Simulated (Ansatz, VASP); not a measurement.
# One calculation of HfO2, two programs

```xyz
12
Lattice="5.2465 0.0000 0.0000 0.0000 5.0304 0.0000 0.0000 0.0000 4.9075" Properties=species:S:1:pos:R:3 pbc="T T T"
Hf    0.1700    1.3470    1.2080
Hf    2.4532    1.3470    3.6618
Hf    2.7933    3.6834    1.2080
Hf    5.0765    3.6834    3.6618
O     1.9601    0.3920    1.8208
O     0.6632    0.3920    4.2746
O     3.8650    2.3029    2.4332
O     4.0048    2.3029    4.8870
O     1.3815    2.7275    4.8870
O     1.2417    2.7275    2.4332
O     4.5833    4.6383    1.8208
O     3.2864    4.6383    4.2746
```

Change from the starting cell: uniaxial_z strain -3.0%.

Alike in both runs: task single point; functional r2SCAN; k mesh 6 × 6 × 6; no spin polarisation.

|  | VASP | Ansatz |
| --- | --- | --- |
| version | VASP 6.6.1 | Ansatz 0.2.0 |
| potentials or method | VASP PAW PBE potentials, release 64 (Hf_pv, O) | plane waves, PAW |
| plane-wave cutoff (eV) | 520 | 500 |
| occupations | gaussian, width 0.01 eV | fixed |
| valence electrons in the cell | 88 | 152 |

|  | VASP | Ansatz | Ansatz less VASP |
| --- | --- | --- | --- |
| gap on the k mesh at the Fermi level (eV) | 5.05 | 5.09 | +0.042 |
| pressure (GPa) | 2.9 | 6.7 | +3.74 |
| traceless stress, the component that is largest in VASP (GPa) | 5.70 | 5.45 | -0.254 |
| rms of the force components (eV/Å) | 0.031 | 0.002 | -0.0293 |

VASP's potentials were made for PBE, not for r2SCAN. Atom by atom the forces differ by 0.032 eV/Å (rms over components). VASP's potentials hold 88 valence electrons a cell and Ansatz's 152, so a difference there can come from the potentials and not from the codes.

Spin-orbit coupling is off throughout.
